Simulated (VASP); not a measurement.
# MnS (F-43m) in VASP: settings compared, part 2 of 2

VASP 6.6.1.

## 3. Single point, pbesol exchange, lyp correlation, collinear spin, ferromagnetic start

Contents of INCAR:

```
PREC = Accurate
ENCUT = 500
EDIFF = 1E-6
ISMEAR = 0
SIGMA = 0.2
LREAL = False
LASPH = True
NELM = 200
ALGO = Normal
ISIF = 2
LWAVE = False
LCHARG = True
ISPIN = 2
MAGMOM = 3.94 0.01
LORBIT = 11
NUPDOWN = 4.0
LMAXMIX = 4
GGA = LIBXC
LIBXC1 = GGA_X_PBE_SOL
LIBXC2 = GGA_C_LYP
LELF = True
LVHAR = True
NBANDS = 20
GGA_COMPAT = False
```

Contents of KPOINTS:

```
regular mesh
0
Gamma
  7 7 7
```

Contents of POSCAR:

```
MnS
1.0
    0.0000000000      2.8000000000      2.8000000000
    2.8000000000      0.0000000000      2.8000000000
    2.8000000000      2.8000000000      0.0000000000
Mn S
1 1
Direct
    0.0000000000      0.0000000000      0.0000000000
    0.2500000000      0.2500000000      0.2500000000
```

Potentials or basis: VASP PAW PBE potentials, release 64 (Mn_pv, S).

The run is started by

```console
$ cat potpaw_PBE.64/Mn_pv/POTCAR potpaw_PBE.64/S/POTCAR > POTCAR
$ mpirun -np 1 vasp_std > vasp.out
```

OUTCAR:

```text
PREC = Accurate
   ENCUT = 500
   EDIFF = 1E-6
   ISMEAR = 0
   LREAL = False
   LASPH = True
   NELM = 200
   ISIF = 2
   ISPIN = 2
   LORBIT = 11
   NUPDOWN = 4.0
   GGA = LIBXC

 ion  position               nearest neighbor table
   1  0.000  0.000  0.000-   2 2.42   2 2.42   2 2.42   2 2.42
   2  0.250  0.250  0.250-   1 2.42   1 2.42   1 2.42   1 2.42

  LATTYP: Found a face centered cubic cell.
 ALAT       =     5.6000000000

  Lattice vectors:

 A1 = (   0.0000000000,   2.8000000000,   2.8000000000)
 A2 = (   2.8000000000,   0.0000000000,   2.8000000000)
 A3 = (   2.8000000000,   2.8000000000,   0.0000000000)

Analysis of symmetry for initial positions (statically):
=====================================================================
 Subroutine PRICEL returns:
 Original cell was already a primitive cell.

 Routine SETGRP: Setting up the symmetry group for a
 face centered cubic supercell.

[... 651 lines left out ...]
      2     -41.4222      1.00000
      3     -41.4222      1.00000
      4      -9.0431      1.00000
      5       1.2565      1.00000
      6       1.2565      1.00000
[... 449 lines left out ...]
     19      18.8929      0.00000
     20      19.2583      0.00000

------------------------ aborting loop because EDIFF is reached ----------------------------------------

  FORCE on cell =-STRESS in cart. coord.  units (eV):
  Direction    XX          YY          ZZ          XY          YZ          ZX
  --------------------------------------------------------------------------------------
  -------------------------------------------------------------------------------------
  Total       -1.7652051     -1.7652051     -1.7652051      0.0000000      0.0000000      0.0000000
  in kB      -64.4171722    -64.4171722    -64.4171722      0.0000000      0.0000000      0.0000000
  external PRESSURE =     -64.4171722 kB  Pullay stress =       0.0000000 kB

 VOLUME and BASIS-vectors are now :
 -----------------------------------------------------------------------------
  energy-cutoff  :      500.00
  volume of cell :       43.90
      direct lattice vectors                 reciprocal lattice vectors
     0.000000000  2.800000000  2.800000000    -0.178571429  0.178571429  0.178571429
     2.800000000  0.000000000  2.800000000     0.178571429 -0.178571429  0.178571429
     2.800000000  2.800000000  0.000000000     0.178571429  0.178571429 -0.178571429

 POSITION                                       TOTAL-FORCE (eV/Angst)
 -----------------------------------------------------------------------------------
      0.00000      0.00000      0.00000         0.000000      0.000000      0.000000
      1.40000      1.40000      1.40000        -0.000000     -0.000000     -0.000000
 -----------------------------------------------------------------------------------
    total drift:                                0.000000      0.000000      0.000000

  FREE ENERGIE OF THE ION-ELECTRON SYSTEM (eV)
  ---------------------------------------------------
  free  energy   TOTEN  =       -13.6159192417 eV

  energy  without entropy=      -13.5705152465  energy(sigma->0) =      -13.59321724

 total charge

# of ion       s       p       d       tot
------------------------------------------
    1        0.257   6.197   4.978  11.433
    2        1.322   2.375   0.000   3.696
--------------------------------------------------
tot          1.578   8.572   4.978  15.129

 magnetization (x)

# of ion       s       p       d       tot
------------------------------------------
    1        0.034   0.039   3.644   3.717
    2        0.008  -0.016   0.000  -0.008
--------------------------------------------------
tot          0.042   0.024   3.644   3.710
```

OSZICAR:

```text
N       E                     dE             d eps       ncg     rms          rms(c)
DAV:   1     0.149195595239E+03    0.14920E+03   -0.98573E+03  1616   0.905E+02
DAV:   2    -0.680874186301E+01   -0.15600E+03   -0.14902E+03  1696   0.270E+02
DAV:   3    -0.149250145848E+02   -0.81163E+01   -0.80286E+01  1808   0.673E+01
DAV:   4    -0.150286886907E+02   -0.10367E+00   -0.10361E+00  1832   0.786E+00
DAV:   5    -0.150305052604E+02   -0.18166E-02   -0.18165E-02  1836   0.108E+00    0.104E+01
DAV:   6    -0.140503471216E+02    0.98016E+00   -0.74711E+00  1780   0.324E+01    0.114E+01
DAV:   7    -0.136262504147E+02    0.42410E+00   -0.15087E+00  1768   0.180E+01    0.527E+00
DAV:   8    -0.136217361265E+02    0.45143E-02   -0.45600E-02  1828   0.149E+00    0.269E+00
DAV:   9    -0.136155665412E+02    0.61696E-02   -0.77888E-03  1860   0.982E-01    0.388E-01
DAV:  10    -0.136158551396E+02   -0.28860E-03   -0.39468E-03  1772   0.703E-01    0.136E-01
DAV:  11    -0.136158893984E+02   -0.34259E-04   -0.36527E-04  1812   0.130E-01    0.106E-01
DAV:  12    -0.136159095005E+02   -0.20102E-04   -0.59125E-05  1764   0.902E-02    0.675E-02
DAV:  13    -0.136159167907E+02   -0.72902E-05   -0.13201E-05  1740   0.415E-02    0.270E-02
DAV:  14    -0.136159191150E+02   -0.23243E-05   -0.44360E-06  1752   0.133E-02    0.327E-03
DAV:  15    -0.136159192417E+02   -0.12667E-06   -0.16315E-07  1028   0.361E-03
   1 F= -.13615919E+02 E0= -.13593217E+02  d E =-.454040E-01  mag=     4.0000
```

Wall time 42 s (1 thread of AMD EPYC 7R43 (Zen 3), shared host); peak memory 0.15 GiB.

What came out:

```yaml
Free_energy: -13.6159 eV
Pressure: -6.4 GPa
Net_moment: 4.00 μB per cell
Site_moments: Mn +3.72; S -0.01 μB
Valence_electrons_inside_the_program's_atomic_spheres: Mn 11.43; S 3.70
```

Caveat: the cell stands under tension; the PAW data sets were made with another functional, which shifts forces and pressure a little; the total moment is fixed, so each spin has its own Fermi level; a cell with one magnetic atom can't hold antiferromagnetic order, which such compounds often take.

## 4. Single point, pbesol exchange, lyp correlation, collinear spin, ferromagnetic start

Contents of INCAR:

```
PREC = Accurate
ENCUT = 500
EDIFF = 1E-6
ISMEAR = 0
SIGMA = 0.2
LREAL = F
LASPH = T
NELM = 200
ALGO = Normal
ISIF = 2
LWAVE = F
LCHARG = T
ISPIN = 2
MAGMOM = 4.48 0.15
LORBIT = 11
NUPDOWN = 4.8
LMAXMIX = 4
GGA = LIBXC
LIBXC1 = GGA_X_PBE_SOL
LIBXC2 = GGA_C_LYP
LELF = T
LVHAR = T
NBANDS = 20
GGA_COMPAT = F
```

Contents of KPOINTS:

```
Automatic mesh
0
Gamma
  7 7 7
```

POSCAR is that of step 3.

Potentials or basis: VASP PAW PBE potentials, release 64 (Mn_pv, S).

The run is started by

```console
$ cat potpaw_PBE.64/Mn_pv/POTCAR potpaw_PBE.64/S/POTCAR > POTCAR
$ mpirun -np 1 vasp_std > vasp.out
```

OUTCAR:

```text
PREC = Accurate
   ENCUT = 500
   EDIFF = 1E-6
   ISMEAR = 0
   LREAL = F
   LASPH = T
   NELM = 200
   ISIF = 2
   ISPIN = 2
   LORBIT = 11
   NUPDOWN = 4.8
   GGA = LIBXC

 ion  position               nearest neighbor table
   1  0.000  0.000  0.000-   2 2.42   2 2.42   2 2.42   2 2.42
   2  0.250  0.250  0.250-   1 2.42   1 2.42   1 2.42   1 2.42

  LATTYP: Found a face centered cubic cell.
 ALAT       =     5.6000000000

  Lattice vectors:

[... 1128 lines left out ...]
  external PRESSURE =      -2.4255280 kB  Pullay stress =       0.0000000 kB

 VOLUME and BASIS-vectors are now :
 -----------------------------------------------------------------------------
  energy-cutoff  :      500.00
  volume of cell :       43.90
      direct lattice vectors                 reciprocal lattice vectors
     0.000000000  2.800000000  2.800000000    -0.178571429  0.178571429  0.178571429
     2.800000000  0.000000000  2.800000000     0.178571429 -0.178571429  0.178571429
     2.800000000  2.800000000  0.000000000     0.178571429  0.178571429 -0.178571429

 POSITION                                       TOTAL-FORCE (eV/Angst)
 -----------------------------------------------------------------------------------
      0.00000      0.00000      0.00000         0.000000      0.000000     -0.000000
      1.40000      1.40000      1.40000        -0.000000     -0.000000      0.000000
 -----------------------------------------------------------------------------------
    total drift:                                0.000000      0.000000      0.000000

  FREE ENERGIE OF THE ION-ELECTRON SYSTEM (eV)
  ---------------------------------------------------
  free  energy   TOTEN  =       -13.7664385680 eV

  energy  without entropy=      -13.7458981361  energy(sigma->0) =      -13.75616835

 total charge

# of ion       s       p       d       tot
------------------------------------------
    1        0.266   6.213   4.929  11.407
    2        1.317   2.426   0.000   3.743
--------------------------------------------------
tot          1.583   8.639   4.929  15.151

 magnetization (x)

# of ion       s       p       d       tot
------------------------------------------
    1        0.039   0.057   4.131   4.227
    2        0.013   0.087   0.000   0.101
--------------------------------------------------
tot          0.052   0.145   4.131   4.327
```

It took 42 s on 1 thread of AMD EPYC 7R43 (Zen 3), shared host; peak memory 0.15 GiB.

What came out:

| Quantity | Value |
| --- | --- |
| Free energy | -13.7664 eV |
| Pressure | -0.2 GPa |
| Net moment | 4.80 μB per cell |
| Site moments | Mn +4.23; S +0.10 μB |
| Valence electrons inside the program's atomic spheres | Mn 11.41; S 3.74 |

Caveat: the PAW data sets were made with another functional, which shifts forces and pressure a little; the total moment is fixed, so each spin has its own Fermi level; a cell with one magnetic atom can't hold antiferromagnetic order, which such compounds often take.

## 5. Overview

| fixed moment (μB) | pressure (GPa) | moment (μB) |
| --- | --- | --- |
| 3.2 | -11.1 | 3.20 |
| 4.0 | -6.4 | 4.00 |
| 4.8 | -0.2 | 4.80 |

Alike in all rows: task single point; level pbesol exchange, lyp correlation; potentials or basis VASP PAW PBE potentials, release 64 (Mn_pv, S); spin collinear, ferromagnetic start; cell as given; k mesh 7 × 7 × 7; cutoff (eV) 500; smearing gaussian 0.2 eV.

Caveats: the PAW data sets were made with another functional, which shifts forces and pressure a little; the total moment is fixed, so each spin has its own Fermi level; a cell with one magnetic atom can't hold antiferromagnetic order, which such compounds often take; the cell stands under tension (at least some runs).

Absolute energies hang on the potentials; compare differences alone.
